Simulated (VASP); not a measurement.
# WS2 in VASP: a series of runs

Runs on WS2. Level: PBEsol+D3(BJ). Tasks: single point.

Program: VASP 6.6.1. These are calculated values, not measurements. Logs are shortened: lines on timing, memory, paths and dates and some standing lists are left out, and cuts for length are marked.

## 1. The cell of the first run

The cell holds a slab with vacuum, 3 atoms: a = 3.150 Å, b = 3.150 Å, c = 17.077 Å, α = 90.00°, β = 90.00°, γ = 120.00°.

## 2. Single point, PBEsol+D3(BJ) (atoms displaced along a vibrational mode, the cell strained)

INCAR reads:

```
SYSTEM = WS2
  PREC = Accurate
  ENCUT = 520
  EDIFF = 1E-6
  ISMEAR = 0
  SIGMA = 0.05
  LREAL = .False.
  LASPH = .True.
  NELM = 80
  ALGO = Normal
  ISIF = 2
  LWAVE = .False.
  LCHARG = .True.
  GGA = PS
  IVDW = 12
  LELF = .True.
  LVHAR = .True.
  NBANDS = 20
```

KPOINTS reads:

```
Automatic mesh
0
Gamma
  12 12 2
  0 0 0
```

POSCAR reads:

```
WS2
1.0
    3.1496284570      0.0000000000      0.0000000000
   -1.5748142285      2.7276582562      0.0000000000
    0.0000000000      0.0000000000     17.0768483000
W S
1 2
Direct
    0.3333333333      0.6666666667      0.0000000000
    0.6423365588      0.3333333333      0.9071447969
    0.6909967745      0.3333333333      0.0928552031
```

Potentials or basis: VASP PAW PBE potentials, release 64 (W_sv, S).

Run with:

```sh
> cat potpaw_PBE.64/W_sv/POTCAR potpaw_PBE.64/S/POTCAR > POTCAR
> mpirun -np 1 vasp_std > vasp.out
```

OUTCAR:

```text
SYSTEM = WS2
   PREC = Accurate
   ENCUT = 520
   EDIFF = 1E-6
   ISMEAR = 0
   LREAL = .False.
   LASPH = .True.
   NELM = 80
   ISIF = 2
   GGA = PS
   IVDW = 12
 IVDW          = 12

 ion  position               nearest neighbor table
   1  0.333  0.667  0.000-   3 2.36   2 2.36   2 2.41   3 2.41   2 2.46   3 2.46
   2  0.642  0.333  0.907-   1 2.36   1 2.41   1 2.46
   3  0.691  0.333  0.093-   1 2.36   1 2.41   1 2.46

  LATTYP: Found a hexagonal cell.
 ALAT       =     3.1496284570
 C/A-ratio  =     5.4218611919

  Lattice vectors:

 A1 = (   3.1496284570,   0.0000000000,   0.0000000000)
 A2 = (  -1.5748142285,   2.7276582562,   0.0000000000)
 A3 = (   0.0000000000,   0.0000000000,  17.0768483000)

Analysis of symmetry for initial positions (statically):
=====================================================================
 Subroutine PRICEL returns:
 Original cell was already a primitive cell.

 Routine SETGRP: Setting up the symmetry group for a
 hexagonal supercell.

 Subroutine GETGRP returns: Found  2 space group operations
 (whereof  2 operations were pure point group operations)
 out of a pool of 24 trial point group operations.

The static configuration has the point symmetry C_2 .

Analysis of symmetry for dynamics (positions and initial velocities):
=====================================================================
 Subroutine PRICEL returns:
 Original cell was already a primitive cell.

 Routine SETGRP: Setting up the symmetry group for a
 hexagonal supercell.

 Subroutine GETGRP returns: Found  2 space group operations
 (whereof  2 operations were pure point group operations)
 out of a pool of 24 trial point group operations.

The dynamic configuration has the point symmetry C_2 .

 Subroutine INISYM returns: Found  2 space group operations
 (whereof  2 operations are pure point group operations),
 and found     1 'primitive' translations

----------------------------------------------------------------------------------------

                                     Primitive cell

  volume of cell :     146.7091

  direct lattice vectors                    reciprocal lattice vectors
     3.149628457  0.000000000  0.000000000     0.317497766  0.183307421  0.000000000
    -1.574814228  2.727658256  0.000000000     0.000000000  0.366614842  0.000000000
     0.000000000  0.000000000 17.076848300     0.000000000  0.000000000  0.058558815

  length of vectors
     3.149628457  3.149628457 17.076848300     0.366614842  0.366614842  0.058558815

  position of ions in fractional coordinates (direct lattice)
     0.333333333  0.666666667  0.000000000
     0.642336559  0.333333333  0.907144797
     0.690996775  0.333333333  0.092855203

  ion indices of the primitive-cell ions
   primitive index   ion index
                 1           1
                 2           2
                 3           3

----------------------------------------------------------------------------------------

 KPOINTS: Automatic mesh

Automatic generation of k-mesh.
 Grid dimensions read from file:
 generate k-points for:   12   12    2

 Generating k-lattice:

  Cartesian coordinates                     Fractional coordinates (reciprocal lattice)
     0.026458147  0.015275618  0.000000000     0.083333333  0.000000000  0.000000000
     0.000000000  0.030551237  0.000000000     0.000000000  0.083333333  0.000000000
     0.000000000  0.000000000  0.029279407     0.000000000  0.000000000  0.500000000

  Length of vectors
     0.030551237  0.030551237  0.029279407

  Shift w.r.t. Gamma in fractional coordinates (k-lattice)
     0.000000000  0.000000000  0.000000000

 Subroutine IBZKPT returns following result:
 ===========================================

 Found     86 irreducible k-points:

 Following reciprocal coordinates:
            Coordinates               Weight
  0.000000  0.000000  0.000000      1.000000
  0.083333 -0.000000  0.000000      4.000000
  0.000000  0.083333  0.000000      2.000000
  0.166667  0.000000  0.000000      4.000000
  0.000000  0.166667  0.000000      2.000000
  0.250000 -0.000000  0.000000      4.000000
[... 16 lines left out ...]
 -0.083333  0.416667  0.000000      4.000000
 -0.416667  0.333333  0.000000      4.000000
 [... further k-points ...]
   k-points           NKPTS =     86   k-points in BZ     NKDIM =     86   number of bands    NBANDS=     20
   number of dos      NEDOS =    301   number of ions     NIONS =      3
   total plane-waves  NPLWV =  73728
   dimension x,y,z NGX =    24 NGY =   24 NGZ =  128
   dimension x,y,z NGXF=    48 NGYF=   48 NGZF=  256
   ions per type =               1   2
   NGX,Y,Z   is equivalent  to a cutoff of  12.67, 12.67, 12.46 a.u.
   NGXF,Y,Z  is equivalent  to a cutoff of  25.34, 25.34, 24.92 a.u.
 SYSTEM =  WS2
   PREC   = accura    normal or accurate (medium, high low for compatibility)
   ISTART =      0    job   : 0-new  1-cont  2-samecut
   ICHARG =      2    charge: 1-file 2-atom 10-const
   ISPIN  =      1    spin polarized calculation?
   LNONCOLLINEAR =      F non collinear calculations
   LSORBIT =      F    spin-orbit coupling
   LASPH  =      T    aspherical Exc in radial PAW
   ENCUT  =  520.0 eV  38.22 Ry    6.18 a.u.   5.86  5.86 31.75*2*pi/ulx,y,z
   NELM   =     80;   NELMIN=  2; NELMDL= -5     # of ELM steps
   EDIFF  = 0.1E-05   stopping-criterion for ELM
   LREAL  =      F    real-space projection
   EDIFFG = 0.1E-04   stopping-criterion for IOM
   NSW    =      0    number of steps for IOM
   IBRION =     -1    ionic relax: 0-MD 1-quasi-New 2-CG
   NFREE  =      0    steps in history (QN), initial steepest desc. (CG)
   ISIF   =      2    stress and relaxation
   ISYM   =      2    0-nonsym 1-usesym 2-fastsym
   POTIM  = 0.5000    time-step for ionic-motion
   TEBEG  =    0.0;   TEEND  =   0.0 temperature during run
   PSTRESS=    0.0 pullay stress
   NELECT =      26.0000    total number of electrons
   NUPDOWN=      -1.0000    fix difference up-down
   EMIN   =  10.00;   EMAX   =-10.00  energy-range for DOS
   EFERMI =   0.00;   METHOD = LEGACY
   ISMEAR =     0;   SIGMA  =   0.05  broadening in eV -4-tet -1-fermi 0-gaus
   EFERMI_NEDOS =   21; number of points for ismear=-14 and -15
   IALGO  =     38    algorithm
   IMIX   =      4    mixing-type and parameters
     AMIX     =   0.40;   BMIX     =  1.00
     AMIX_MAG =   1.60;   BMIX_MAG =  1.00
  volume/ion in A,a.u.               =      48.90       330.01
  Fermi-wavevector in a.u.,A,eV,Ry     =   0.919560  1.737717 11.504969  0.845591
  Thomas-Fermi vector in A             =   2.044768
   LORBIT       =      0    0 simple, 1 ext, 2 COOP (PROOUT), +10 PAW based schemes
   GGA     = PS    functional components
   LHFCALC =     F    Hartree Fock is set to
   AEXX    =    0.0000 exact exchange contribution
   IVDW    =    12    specifies the selected vdW correction
   LEPSILON=     F    determine dielectric tensor
   LRPA    =     F    only Hartree local field effects (RPA)
 non-spin polarized calculation
 Gauss-broadening in eV      SIGMA  =   0.05
  energy-cutoff  :      520.00
  volume of cell :      146.71
 maximum number of plane-waves:      3988
   NGX = 11   NGY = 11   NGZ = 63

 number of electron      25.9999996 magnetization

 Free energy of the ion-electron system (eV)
  ---------------------------------------------------
  ext. energy  EPLUGINS =         0.00000000
  ---------------------------------------------------
  free energy    TOTEN  =       -25.18436002 eV

  energy without entropy =      -25.18436002  energy(sigma->0) =      -25.18436002

 E-fermi :  -0.7550     XC(G=0):  -4.5821

 val. band max:       -1.1543299765   @ k =   0.3333   0.3333   0.0000
 cond. band min:       0.7637063074   @ k =  -0.3333   0.1667   0.0000
 fundamental gap:      1.9180362838
 Fermi energy:        -0.7550466632

 k-point     1 :       0.0000    0.0000    0.0000
  band No.  band energies     occupation
      1     -75.1117      2.00000
      2     -39.3798      2.00000
      3     -39.1853      2.00000
      4     -39.1836      2.00000
      5     -15.9829      2.00000
      6     -14.3685      2.00000
[... 12 lines left out ...]
     19       4.3563      0.00000
     20       4.5047      0.00000

 k-point     2 :       0.0833   -0.0000    0.0000
  band No.  band energies     occupation
      1     -75.1103      2.00000
      2     -39.3752      2.00000
      3     -39.2104      2.00000
      4     -39.1899      2.00000
      5     -15.8634      2.00000
      6     -14.3222      2.00000
[... 12 lines left out ...]
     19       4.4972      0.00000
     20       4.9060      0.00000

 k-point     3 :       0.0000    0.0833    0.0000
  band No.  band energies     occupation
      1     -75.1103      2.00000
      2     -39.3752      2.00000
      3     -39.2091      2.00000
      4     -39.1912      2.00000
      5     -15.8633      2.00000
      6     -14.3223      2.00000
[... 12 lines left out ...]
     19       4.4976      0.00000
     20       4.9123      0.00000

 k-point     4 :       0.1667    0.0000    0.0000
  band No.  band energies     occupation
      1     -75.1068      2.00000
      2     -39.3627      2.00000
      3     -39.2794      2.00000
      4     -39.2060      2.00000
      5     -15.5226      2.00000
      6     -14.1903      2.00000
[... 12 lines left out ...]
     19       4.9020      0.00000
     20       5.7005      0.00000

 k-point     5 :       0.0000    0.1667    0.0000
  band No.  band energies     occupation
      1     -75.1068      2.00000
      2     -39.3627      2.00000
      3     -39.2782      2.00000
      4     -39.2074      2.00000
      5     -15.5222      2.00000
      6     -14.1906      2.00000
[... 12 lines left out ...]
     19       4.9032      0.00000
     20       5.7116      0.00000

 k-point     6 :       0.2500   -0.0000    0.0000
  band No.  band energies     occupation
      1     -75.1019      2.00000
      2     -39.3725      2.00000
      3     -39.3455      2.00000
      4     -39.2279      2.00000
      5     -15.0139      2.00000
      6     -13.9957      2.00000
[... 12 lines left out ...]
     19       5.5115      0.00000
     20       6.1729      0.00000

 k-point     7 :       0.0000    0.2500    0.0000
  band No.  band energies     occupation
      1     -75.1019      2.00000
      2     -39.3713      2.00000
      3     -39.3455      2.00000
      4     -39.2293      2.00000
      5     -15.0131      2.00000
      6     -13.9963      2.00000
[... 12 lines left out ...]
     19       5.5136      0.00000
     20       6.1948      0.00000
[... 277 lines left out ...]
 k-point    20 :      -0.0833    0.3333    0.0000
  band No.  band energies     occupation
      1     -75.0988      2.00000
      2     -39.4213      2.00000
      3     -39.3346      2.00000
      4     -39.2516      2.00000
      5     -14.6570      2.00000
      6     -13.8607      2.00000
[... 12 lines left out ...]
     19       5.9572      0.00000
     20       6.3988      0.00000

 k-point    21 :      -0.3333    0.2500    0.0000
  band No.  band energies     occupation
      1     -75.0988      2.00000
      2     -39.4226      2.00000
      3     -39.3347      2.00000
      4     -39.2501      2.00000
      5     -14.6582      2.00000
      6     -13.8597      2.00000
[... 12 lines left out ...]
     19       5.9581      0.00000
     20       6.3697      0.00000

 k-point    22 :       0.3333    0.0833    0.0000
  band No.  band energies     occupation
      1     -75.0946      2.00000
      2     -39.4977      2.00000
      3     -39.3197      2.00000
      4     -39.2728      2.00000
      5     -14.1073      2.00000
      6     -13.6597      2.00000
[... 12 lines left out ...]
     19       6.4095      0.00000
     20       6.5255      0.00000

 k-point    23 :      -0.0833    0.4167    0.0000
  band No.  band energies     occupation
      1     -75.0946      2.00000
      2     -39.4967      2.00000
      3     -39.3197      2.00000
      4     -39.2740      2.00000
      5     -14.1069      2.00000
      6     -13.6595      2.00000
[... 12 lines left out ...]
     19       6.4297      0.00000
     20       6.5128      0.00000

 k-point    24 :      -0.4167    0.3333    0.0000
  band No.  band energies     occupation
      1     -75.0946      2.00000
      2     -39.4979      2.00000
      3     -39.3198      2.00000
      4     -39.2725      2.00000
      5     -14.1079      2.00000
      6     -13.6591      2.00000
[... 12 lines left out ...]
     19       6.3842      0.00000
     20       6.5474      0.00000

 [... further k-points ...]

------------------------ aborting loop because EDIFF is reached ----------------------------------------

 Edisp (eV)   -0.74533

 E8    (eV) :    -0.5011

  FORCE on cell =-STRESS in cart. coord.  units (eV):
  Direction    XX          YY          ZZ          XY          YZ          ZX
  --------------------------------------------------------------------------------------
  -------------------------------------------------------------------------------------
  Total      -1.22651    -1.23835    -1.17736     0.00000     0.00000    -2.36931
  in kB     -13.39443   -13.52369   -12.85774     0.00000     0.00000   -25.87470
  external pressure =      -13.26 kB  Pullay stress =        0.00 kB

 VOLUME and BASIS-vectors are now :
 -----------------------------------------------------------------------------
  energy-cutoff  :      520.00
  volume of cell :      146.71
      direct lattice vectors                 reciprocal lattice vectors
     3.149628457  0.000000000  0.000000000     0.317497766  0.183307421  0.000000000
    -1.574814228  2.727658256  0.000000000     0.000000000  0.366614842  0.000000000
     0.000000000  0.000000000 17.076848300     0.000000000  0.000000000  0.058558815

 POSITION                                       TOTAL-FORCE (eV/Angst)
 -----------------------------------------------------------------------------------
     -0.00000      1.81844      0.00000        -0.000000      0.092407      0.000000
      1.49818      0.90922     15.49117         0.747083     -0.046204      0.358015
      1.65145      0.90922      1.58567        -0.747083     -0.046204     -0.358015
 -----------------------------------------------------------------------------------
    total drift:                                0.000000     -0.000001      0.000000

  FREE ENERGIE OF THE ION-ELECTRON SYSTEM (eV)
  ---------------------------------------------------
  free  energy   TOTEN  =       -25.9296854490 eV

  energy  without entropy=      -25.9296854490  energy(sigma->0) =      -25.92968545
```

Run time: 3.2 min. Hardware: 1 thread of AMD EPYC 9R45 (Zen 5), shared host; peak memory 0.38 GiB.

Results:

```
Free energy                : -25.9297 eV
Largest force              : 0.830 eV/Å
Band gap on the k mesh     : 1.92 eV (least direct gap 1.96 eV)
Dispersion energy per atom : -0.248 eV
```

Forces in eV/Å, atoms in the order of the input:
```
W    0.000  0.092  0.000
S    0.747 -0.046  0.358
S   -0.747 -0.046 -0.358
```

Caveat: the cell differs from its parent crystal (atoms displaced along a vibrational mode, the cell strained); there is no dipole correction, which matters where the two faces differ; the PAW data sets were made with another functional, which shifts forces and pressure a little; spin-orbit coupling is left out, which moves the levels of the heavy elements.

(Continued in part 2 of 2.)
